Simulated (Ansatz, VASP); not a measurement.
## B: VASP beside Ansatz

```
CELL_PARAMETERS angstrom
1.73233 0.00000 0.00000
-0.86617 1.50025 0.00000
0.00000 0.00000 14.52572
ATOMIC_POSITIONS crystal
B 0.00000 0.00000 0.00000
B 0.00000 0.00000 0.50000
B 0.33333 0.66667 0.25000
B 0.66667 0.33333 0.75000
```

Alike in both runs: task single point; functional PBEsol; k mesh 23 × 23 × 3; occupations fermi-dirac, width 0.1 eV; no spin polarisation.

```csv
,VASP,Ansatz
version,VASP 6.6.1,Ansatz 0.2.0
potentials or method,"VASP PAW PBE potentials, release 64 (B), cutoff 520 eV","plane waves (420 eV) with PAW, scalar-relativistic"
valence electrons in the cell,12,12
```

```csv
,VASP,Ansatz,Ansatz less VASP
pressure (GPa),-7.8,-8.0,-0.15
"traceless stress, the component that is largest in VASP (GPa)",6.97,7.21,+0.241
```

VASP's potentials were made for PBE, not for PBEsol, and Ansatz warns of the same on its side. The functional is the same, so the differences come from potentials, cutoffs and numerics.
